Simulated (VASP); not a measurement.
Input of a VASP 6.6.1 run:

INCAR

```
SYSTEM = AlCdCl2
ALGO     = Normal         ! electronic algorithm
EDIFF    = 1E-7           ! SCF threshold, eV
EDIFFG   = -0.04          ! ionic threshold
ENCUT    = 600            ! plane-wave cutoff, eV
GGA      = PE             ! functional
IBRION   = 2              ! ionic algorithm
ISIF     = 3              ! what is computed and relaxed
ISMEAR   = 0              ! smearing method
LASPH    = .True.         ! aspherical terms in the spheres
LCHARG   = .False.        ! write CHGCAR
LREAL    = .False.        ! projectors in reciprocal space
LWAVE    = .False.        ! write WAVECAR
NELM     = 80             ! most SCF steps
NSW      = 90             ! ionic steps
PREC     = Accurate       ! precision mode
SIGMA    = 0.1            ! smearing width, eV
```

File KPOINTS:

```
k-points
0
Gamma
  6 6 6
  0 0 0
```

Contents of POSCAR:

```
AlCdCl2
1.0
   -2.0385375000      2.0385375000      5.0748574900
    2.0385375000     -2.0385375000      5.0748574900
    2.0385375000      2.0385375000     -5.0748574900
Al Cd Cl
1 1 2
Direct
    0.2500000000      0.7500000000      0.5000000000
    0.5000000000      0.5000000000      0.0000000000
    0.8583774300      0.3583774300      0.5000000000
    0.6416225700      0.1416225700      0.5000000000
```

Potentials or basis: VASP PAW PBE potentials, release 64 (Al, Cd, Cl).

Launch:

```sh
$ cat potpaw_PBE.64/Al/POTCAR potpaw_PBE.64/Cd/POTCAR potpaw_PBE.64/Cl/POTCAR > POTCAR
$ mpirun -np 1 vasp_std > vasp.out
```

Task: Predict the space group after relaxing (to 0.1 Å).

Result: I-4m2 (No. 119).

Task: Estimate the relaxed volume.

Result: 30.08 Å³/atom.

Task: Estimate the relaxed cell.

Result: a = 7.121 Å, b = 7.121 Å, c = 7.121 Å, α = 144.64°, β = 144.64°, γ = 50.87°.

Forces on the atoms (eV/Å):
```
Al   0.000  0.000  0.000
Cd   0.000  0.000  0.000
Cl   0.000  0.000 -0.016
Cl   0.000  0.000  0.016
```

Caveat: the volume moved by over 15 % at a fixed basis, so the end points are rough; an odd number of electrons without spin polarisation forces a metal; a magnetic or distorted state may lie lower.
